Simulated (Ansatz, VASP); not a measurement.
# KBr: VASP beside Ansatz

```
K Br
1.0
     0.00000    3.64662    3.76803
     3.64662    0.00000    3.76803
     3.64662    3.64662    0.00000
K Br
1 1
Direct
  0.00000 0.00000 0.00000
  0.25000 0.25000 0.25000
```

Change from the starting cell: epitaxial_xy strain -1.1%.

Alike in both runs: task single point; functional PBE; k mesh 6 × 6 × 6; occupations fermi-dirac, width 0.02 eV; no spin polarisation.

|  | VASP | Ansatz |
| --- | --- | --- |
| version | VASP 6.6.1 | Ansatz 0.2.0 |
| potentials or method | VASP PAW PBE potentials, release 64 (K_sv, Br) | plane waves, PAW |
| plane-wave cutoff (eV) | 520 | 420 |
| valence electrons in the cell | 16 | 16 |

|  | VASP | Ansatz | Ansatz less VASP |
| --- | --- | --- | --- |
| gap on the k mesh at the Fermi level (eV) | 4.27 | 4.27 | +0.001 |
| pressure (GPa) | 0.3 | 0.3 | -0.02 |

The functional is the same, so the differences come from potentials, cutoffs and numerics.
